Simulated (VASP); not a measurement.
A run of VASP 6.6.1:

Contents of INCAR:

```
  PREC = Accurate
  ENCUT = 520
  EDIFF = 1E-6
  ISMEAR = -1
  SIGMA = 0.05
  LREAL = False
  LASPH = True
  NELM = 60
  ALGO = Fast
  ISIF = 2
  LWAVE = False
  LCHARG = False
  GGA = PE
  NBANDS = 21
```

KPOINTS

```
Automatic mesh
0
Gamma
  7 7 7
```

Contents of POSCAR:

```
Pb
1.0
    0.0000000000      3.3925213842      3.3925213842
    3.3925213842      0.0000000000      3.3925213842
    3.3925213842      3.3925213842      0.0000000000
Pb
2
Direct
    0.2500000000      0.2500000000      0.2500000000
    0.0000000000      0.0000000000      0.0000000000
```

Potentials or basis: VASP PAW PBE potentials, release 64 (Pb_d).

Command:

```console
$ cat potpaw_PBE.64/Pb_d/POTCAR > POTCAR
$ mpirun -np 1 vasp_std > vasp.out
```

Hardware: 1 thread of AMD EPYC 7R43 64-Core Processor (Zen 3), with other jobs on the host.

How long does it take, and how much memory?

Run time: 45 s on 1 thread of AMD EPYC 7R43 64-Core Processor (Zen 3), with other jobs on the host, peak memory 0.17 GiB. Counts: scf iterations 13, k points 20.
